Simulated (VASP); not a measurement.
TiSn:

```
Ti Sn
1.0
     0.00000    2.80055    2.80055
     2.80055    0.00000    2.80055
     2.80055    2.80055    0.00000
Ti Sn
1 1
Direct
  0.00000 0.00000 0.00000
  0.50000 0.50000 0.50000
```

```yaml
Program: VASP 6.6.1
Task: relaxation of cell and atoms
Functional: PBEsol-based global hybrid with 25 % exact exchange
Potentials_or_basis: VASP PAW PBE potentials, release 64 (Ti_sv, Sn_d)
Cutoff: 600 eV
k_mesh: 4 × 4 × 4
Occupations: fermi-dirac, width 0.05 eV
Spin: no spin polarisation
```

At the start: pressure -5.8 GPa; volume 21.96 Å³/atom.

**Question.** Where does the relaxation end?

**Answer.** Over 3 steps the energy falls by 25.7 meV/atom and the volume is 20.62 Å³/atom (-6.1 %); space group Fm-3m (No. 225, to 0.1 Å) before and after.

Step by step:
```
step  energy change (eV)  largest force (eV/Å)  pressure (GPa)  volume (Å³)
   1              0.0000                0.0000           -5.78        43.93
   2             -0.0127                0.0000            6.06        39.08
   3             -0.0515                0.0000            0.00        41.24
```

Final structure:
```
Ti Sn
1.0
     0.00000    2.74216    2.74216
     2.74216    0.00000    2.74216
     2.74216    2.74216    0.00000
Ti Sn
1 1
Direct
  0.00000 0.00000 0.00000
  0.50000 0.50000 0.50000
```

Caveat: the k points lie up to 0.50 Å⁻¹ apart in the final cell, too coarse for converged energies and pressures of a metal; the PAW data sets were made with another functional, which shifts forces and pressure a little.
